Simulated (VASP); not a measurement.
# SiO2 (I4/mmm) in VASP: single point with HSE06

Aim: the single point of SiO2 with HSE06.

Program: VASP 6.6.1. These are calculated values, not measurements. Logs are shortened: lines on timing, memory, paths and dates and some standing lists are left out, and cuts for length are marked.

**1. The cell of the first run**

It takes space group I4/mmm (No. 139, tetragonal). The conventional cell has a = 3.202 Å, b = 3.202 Å, c = 4.438 Å, α = 90.00°, β = 90.00°, γ = 90.00°. Si (site symmetry 4/mmm) has 8 O at 1.95 Å within 2.6 Å. O (site symmetry -4m2) has 4 Si at 1.95 Å and 6 O at 2.22 to 2.26 Å within 2.6 Å.

**2. Single point, HSE06 (uniaxial x strain -2.0%)**

Contents of POSCAR:

```
SiO2
1.0
    0.0000000000      2.2641691173      2.2641691173
    2.2188857349      0.0000000000      2.2641691173
    2.2188857349      2.2641691173      0.0000000000
Si O
1 2
Direct
    0.0000000000      0.0000000000      0.0000000000
    0.2500000000      0.2500000000      0.2500000000
    0.7500000000      0.7500000000      0.7500000000
```

Contents of INCAR.step1:

```
SYSTEM = SiO2
PREC     = Accurate       ! precision mode
ENCUT    = 520            ! plane-wave cutoff, eV
EDIFF    = 1E-5           ! SCF threshold, eV
ISMEAR   = 0              ! smearing method
SIGMA    = 0.01           ! smearing width, eV
LREAL    = .False.        ! projectors in reciprocal space
LASPH    = .True.         ! aspherical terms in the spheres
NELM     = 100            ! most SCF steps
ALGO     = Normal         ! electronic algorithm
ISIF     = 2              ! what is computed and relaxed
LWAVE    = .True.         ! write WAVECAR
GGA      = PE             ! functional
NBANDS   = 15             ! bands
```

Contents of INCAR.step2:

```
SYSTEM = SiO2
PREC     = Accurate       ! precision mode
ENCUT    = 520            ! plane-wave cutoff, eV
EDIFF    = 1E-6           ! SCF threshold, eV
ISMEAR   = 0              ! smearing method
SIGMA    = 0.01           ! smearing width, eV
LREAL    = .False.        ! projectors in reciprocal space
LASPH    = .True.         ! aspherical terms in the spheres
NELM     = 100            ! most SCF steps
ALGO     = Normal         ! electronic algorithm
ISIF     = 2              ! what is computed and relaxed
LWAVE    = .False.        ! write WAVECAR
LCHARG   = .True.         ! write CHGCAR
GGA      = PE             ! functional
LHFCALC  = .True.         ! exact exchange
HFSCREEN = 0.2079         ! screening, 1/A
PRECFOCK = Normal       
LELF     = .True.         ! ELF
LVHAR    = .True.       
ISTART   = 1            
NBANDS   = 15             ! bands
```

Contents of KPOINTS:

```
Automatic mesh
0
Gamma
  6 6 6
  0 0 0
```

Potentials or basis: VASP PAW PBE potentials, release 64 (Si, O).

On the command line:

```
> cat potpaw_PBE.64/Si/POTCAR potpaw_PBE.64/O/POTCAR > POTCAR
> cp INCAR.step1 INCAR
> mpirun -np 1 vasp_std > vasp.out
> cp INCAR.step2 INCAR
> mpirun -np 1 vasp_std > vasp.out
```

OUTCAR:

```text
SYSTEM = SiO2
   PREC = Accurate
   ENCUT = 520
   EDIFF = 1E-6
   ISMEAR = 0
   LREAL = .False.
   LASPH = .True.
   NELM = 100
   ISIF = 2
   GGA = PE
   LHFCALC = .True.
   HFSCREEN = 0.2079
   PRECFOCK = Normal
   ISTART = 1

 ion  position               nearest neighbor table
   1  0.000  0.000  0.000-   3 1.95   3 1.95   2 1.95   2 1.95   3 1.95   3 1.95   2 1.95   2 1.95

   2  0.250  0.250  0.250-   1 1.95   1 1.95   1 1.95   1 1.95
   3  0.750  0.750  0.750-   1 1.95   1 1.95   1 1.95   1 1.95

  LATTYP: Found a body centered tetragonal cell.
 ALAT       =     3.2020186732
 C/A-ratio  =     1.3859292911

  Lattice vectors:

 A1 = (  -2.2188857349,   0.0000000000,  -2.2641691173)
 A2 = (  -2.2188857349,   0.0000000000,   2.2641691173)
 A3 = (   2.2188857349,   2.2641691173,   0.0000000000)

Analysis of symmetry for initial positions (statically):
=====================================================================
 Subroutine PRICEL returns:
 Original cell was already a primitive cell.

 Routine SETGRP: Setting up the symmetry group for a
 body centered tetragonal supercell.

 Subroutine GETGRP returns: Found 16 space group operations
 (whereof 16 operations were pure point group operations)
 out of a pool of 16 trial point group operations.

The static configuration has the point symmetry D_4h.

Analysis of symmetry for dynamics (positions and initial velocities):
=====================================================================
 Subroutine PRICEL returns:
 Original cell was already a primitive cell.

 Routine SETGRP: Setting up the symmetry group for a
 body centered tetragonal supercell.

 Subroutine GETGRP returns: Found 16 space group operations
 (whereof 16 operations were pure point group operations)
 out of a pool of 16 trial point group operations.

The dynamic configuration has the point symmetry D_4h.

 Subroutine INISYM returns: Found 16 space group operations
 (whereof 16 operations are pure point group operations),
 and found     1 'primitive' translations

----------------------------------------------------------------------------------------

                                     Primitive cell

  volume of cell :      22.7501

  direct lattice vectors                    reciprocal lattice vectors
     0.000000000  2.264169117  2.264169117    -0.225338327  0.220831561  0.220831561
     2.218885735  0.000000000  2.264169117     0.225338327 -0.220831561  0.220831561
     2.218885735  2.264169117  0.000000000     0.225338327  0.220831561 -0.220831561

  length of vectors
     3.202018673  3.170160200  3.170160200     0.385111047  0.385111047  0.385111047

  position of ions in fractional coordinates (direct lattice)
     0.000000000  0.000000000  0.000000000
     0.250000000  0.250000000  0.250000000
     0.750000000  0.750000000  0.750000000

  ion indices of the primitive-cell ions
   primitive index   ion index
                 1           1
                 2           2
                 3           3

----------------------------------------------------------------------------------------

 KPOINTS: Automatic mesh

Automatic generation of k-mesh.
 Grid dimensions read from file:
 generate k-points for:    6    6    6

 Generating k-lattice:

  Cartesian coordinates                     Fractional coordinates (reciprocal lattice)
    -0.037556388  0.036805260  0.036805260     0.166666667  0.000000000  0.000000000
     0.037556388 -0.036805260  0.036805260     0.000000000  0.166666667  0.000000000
     0.037556388  0.036805260 -0.036805260     0.000000000  0.000000000  0.166666667

  Length of vectors
     0.064185174  0.064185174  0.064185174

  Shift w.r.t. Gamma in fractional coordinates (k-lattice)
     0.000000000  0.000000000  0.000000000

 Subroutine IBZKPT returns following result:
 ===========================================

 Found     30 irreducible k-points:

 Following reciprocal coordinates:
            Coordinates               Weight
  0.000000  0.000000  0.000000      1.000000
  0.166667 -0.000000 -0.000000      8.000000
  0.333333  0.000000  0.000000      8.000000
  0.500000 -0.000000 -0.000000      4.000000
  0.166667  0.166667  0.000000      4.000000
  0.333333  0.166667  0.000000     16.000000
[... 16 lines left out ...]
 -0.333333  0.500000  0.166667      4.000000
  0.333333 -0.333333  0.166667      8.000000
 [... further k-points ...]
   k-points           NKPTS =     30   k-points in BZ     NKDIM =    216   number of bands    NBANDS=     15
   number of dos      NEDOS =    301   number of ions     NIONS =      3
   total plane-waves  NPLWV =  13824
   dimension x,y,z NGX =    24 NGY =   24 NGZ =   24
   dimension x,y,z NGXF=    48 NGYF=   48 NGZF=   48
   ions per type =               1   2
   NGX,Y,Z   is equivalent  to a cutoff of  12.46, 12.59, 12.59 a.u.
   NGXF,Y,Z  is equivalent  to a cutoff of  24.92, 25.17, 25.17 a.u.
 SYSTEM =  SiO2
   PREC   = accura    normal or accurate (medium, high low for compatibility)
   ISTART =      1    job   : 0-new  1-cont  2-samecut
   ICHARG =      0    charge: 1-file 2-atom 10-const
   ISPIN  =      1    spin polarized calculation?
   LNONCOLLINEAR =      F non collinear calculations
   LSORBIT =      F    spin-orbit coupling
   LASPH  =      T    aspherical Exc in radial PAW
   ENCUT  =  520.0 eV  38.22 Ry    6.18 a.u.   5.95  5.89  5.89*2*pi/ulx,y,z
   NELM   =    100;   NELMIN=  2; NELMDL=  0     # of ELM steps
   EDIFF  = 0.1E-05   stopping-criterion for ELM
   LREAL  =      F    real-space projection
   EDIFFG = 0.1E-04   stopping-criterion for IOM
   NSW    =      0    number of steps for IOM
   IBRION =     -1    ionic relax: 0-MD 1-quasi-New 2-CG
   NFREE  =      0    steps in history (QN), initial steepest desc. (CG)
   ISIF   =      2    stress and relaxation
   ISYM   =      3    0-nonsym 1-usesym 2-fastsym
   POTIM  = 0.5000    time-step for ionic-motion
   TEBEG  =    0.0;   TEEND  =   0.0 temperature during run
   PSTRESS=    0.0 pullay stress
   NELECT =      16.0000    total number of electrons
   NUPDOWN=      -1.0000    fix difference up-down
   EMIN   =  10.00;   EMAX   =-10.00  energy-range for DOS
   EFERMI =   0.00;   METHOD = LEGACY
   ISMEAR =     0;   SIGMA  =   0.01  broadening in eV -4-tet -1-fermi 0-gaus
   EFERMI_NEDOS =   21; number of points for ismear=-14 and -15
   IALGO  =     38    algorithm
   IMIX   =      1    mixing-type and parameters
     AMIX     =   0.40;   BMIX     =  1.00
     AMIX_MAG =   1.60;   BMIX_MAG =  1.00
  volume/ion in A,a.u.               =       7.58        51.18
  Fermi-wavevector in a.u.,A,eV,Ry     =   1.455863  2.751183 28.838065  2.119538
  Thomas-Fermi vector in A             =   2.572848
   LORBIT       =      0    0 simple, 1 ext, 2 COOP (PROOUT), +10 PAW based schemes
   GGA     = PE    functional components
   LHFCALC =     T    Hartree Fock is set to
   PRECFOCK=normal    Normal, Fast or Accurate (Low or Medium for compatibility)
   ENCUT4O =  -1.0   cutoff for four orbital integrals eV
   NKREDX  =     1    reduce k-point grid by
   NKREDY  =     1    reduce k-point grid by
   NKREDZ  =     1    reduce k-point grid by
   AEXX    =    0.2500 exact exchange contribution
   HFSCREEN=    0.2079 screening length (either q_TF or 0.3 A-1)
   HFSCREENC=   0.2079 screening length for correlation (either q_TF or 0.3 A-1)
   ENCUTFOCK=  -1.0 apply spherical cutoff to Coloumb kernel
   IVDW    =     0    specifies the selected vdW correction
   LEPSILON=     F    determine dielectric tensor
   LRPA    =     F    only Hartree local field effects (RPA)
 non-spin polarized calculation
 Gauss-broadening in eV      SIGMA  =   0.01
  energy-cutoff  :      520.00
  volume of cell :       22.75
 maximum number of plane-waves:       626
  NGX = 18; NGY = 18; NGZ = 18

 number of electron      16.0000009 magnetization

 Free energy of the ion-electron system (eV)
  ---------------------------------------------------
  ext. energy  EPLUGINS =         0.00000000
  ---------------------------------------------------
  free energy    TOTEN  =       -24.99698026 eV

  energy without entropy =      -24.99698026  energy(sigma->0) =      -24.99698026

 E-fermi :   9.2520     XC(G=0): -10.2305

 val. band max:        9.1053116428   @ k =   0.0000   0.5000   0.5000
 cond. band min:      12.2636188771   @ k =   0.0000   0.5000   0.5000
 fundamental gap:      3.1583072343
 Fermi energy:         9.2519700595

 k-point     1 :       0.0000    0.0000    0.0000
  band No.  band energies     occupation
      1     -16.2584      2.00000
      2      -8.7765      2.00000
      3       2.3985      2.00000
      4       2.5581      2.00000
      5       2.5581      2.00000
      6       6.2487      2.00000
      7       6.2487      2.00000
      8       6.7521      2.00000
      9      12.9647      0.00000
     10      16.5094      0.00000
     11      16.6670      0.00000
     12      16.6670      0.00000
     13      22.9387      0.00000
     14      23.5246      0.00000
     15      25.6871      0.00000

 k-point     2 :       0.1667   -0.0000   -0.0000
  band No.  band energies     occupation
      1     -15.8281      2.00000
      2      -9.3412      2.00000
      3       2.2064      2.00000
      4       2.5168      2.00000
      5       2.5717      2.00000
      6       5.2241      2.00000
      7       5.7273      2.00000
      8       6.0907      2.00000
      9      14.5258      0.00000
     10      16.9662      0.00000
     11      17.3583      0.00000
     12      17.4718      0.00000
     13      23.7863      0.00000
     14      24.3165      0.00000
     15      27.1437      0.00000
[... 365 lines left out ...]
      3      -3.1292      2.00000
      4      -0.8686      2.00000
      5       1.7823      2.00000
      6       5.3202      2.00000
      7       8.1961      2.00000
      8       8.6569      2.00000
      9      14.5763      0.00000
     10      19.8095      0.00000
     11      20.9686      0.00000
     12      22.9735      0.00000
     13      24.3983      0.00000
     14      27.7406      0.00000
     15      29.9467      0.00000

 k-point    24 :       0.3333   -0.3333    0.1667
  band No.  band energies     occupation
      1     -12.4437      2.00000
      2     -12.3809      2.00000
      3      -2.1653      2.00000
      4      -0.5439      2.00000
      5       3.5477      2.00000
      6       3.5793      2.00000
      7       7.2597      2.00000
      8       7.7926      2.00000
      9      16.2219      0.00000
     10      19.5517      0.00000
     11      21.6477      0.00000
     12      22.1427      0.00000
     13      23.1386      0.00000
     14      26.4043      0.00000
     15      30.6243      0.00000

 [... further k-points ...]

------------------------ aborting loop because EDIFF is reached ----------------------------------------

  FORCE on cell =-STRESS in cart. coord.  units (eV):
  Direction    XX          YY          ZZ          XY          YZ          ZX
  --------------------------------------------------------------------------------------
  -------------------------------------------------------------------------------------
  Total        2.6209335     -0.7311269     -0.7311269     -0.0000000      0.0000000      0.0000000
  in kB      184.5796950    -51.4897368    -51.4897368     -0.0000000      0.0000000      0.0000000
  external PRESSURE =      27.2000738 kB  Pullay stress =       0.0000000 kB

 VOLUME and BASIS-vectors are now :
 -----------------------------------------------------------------------------
  energy-cutoff  :      520.00
  volume of cell :       22.75
      direct lattice vectors                 reciprocal lattice vectors
     0.000000000  2.264169117  2.264169117    -0.225338327  0.220831561  0.220831561
     2.218885735  0.000000000  2.264169117     0.225338327 -0.220831561  0.220831561
     2.218885735  2.264169117  0.000000000     0.225338327  0.220831561 -0.220831561

 POSITION                                       TOTAL-FORCE (eV/Angst)
 -----------------------------------------------------------------------------------
      0.00000      0.00000      0.00000         0.000000     -0.000000      0.000000
      1.10944      1.13208      1.13208         0.000000      0.000000     -0.000000
      3.32833      3.39625      3.39625        -0.000000      0.000000      0.000000
 -----------------------------------------------------------------------------------
    total drift:                                0.000000     -0.000000     -0.000000

  FREE ENERGIE OF THE ION-ELECTRON SYSTEM (eV)
  ---------------------------------------------------
  free  energy   TOTEN  =       -24.9969802628 eV

  energy  without entropy=      -24.9969802628  energy(sigma->0) =      -24.99698026
```

It took 32 min on 1 thread of AMD EPYC 7R13 (Zen 3), shared host; peak memory 0.22 GiB.

What came out:

| Property | Result |
| --- | --- |
| Free energy | -24.9970 eV |
| Pressure | 2.7 GPa |
| Band gap on the k mesh | 3.16 eV |

Caveat: the cell differs from its parent crystal (uniaxial x strain -2.0%); the stress differs along the axes, from -5 to 18 GPa; the structure was generated, so it needn't be the stable form of SiO2; the PAW data sets were made with another functional, which shifts forces and pressure a little.
